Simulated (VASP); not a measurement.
A run of VASP 6.6.1:

INCAR

```
ALGO = Normal
EDIFF = 1E-6
ENCUT = 520
GGA = CA
ISIF = 2
ISMEAR = 0
LASPH = T
LCHARG = F
LREAL = F
LWAVE = F
NBANDS = 10
NELM = 60
PREC = Accurate
SIGMA = 0.1
```

Contents of KPOINTS:

```
k-points
0
Gamma
  26 15 11
```

Contents of POSCAR:

```
B
1.0
    1.6245600000      0.0000000000      0.0000000000
    0.0000000000      2.8661500000      0.0000000000
    0.0000000000      0.0000000000      3.9144000000
B
2
Direct
   -0.0000200000      0.5120920000      0.6158960000
    0.5140320000      0.0054650000      0.3975270000
```

Potentials or basis: VASP PAW LDA potentials, release 64 (B).

The run is started by

```sh
$ cat potpaw_LDA.64/B/POTCAR > POTCAR
$ mpirun -np 1 vasp_std > vasp.out
```

Hardware: 1 thread of AMD EPYC 7R13 (shared host).

Task: How long does it take, and how much memory?

Result: Run time: 5 min on 1 thread of AMD EPYC 7R13, on a shared host, peak memory 0.36 GiB. Counts: scf iterations 11, k points 2146.
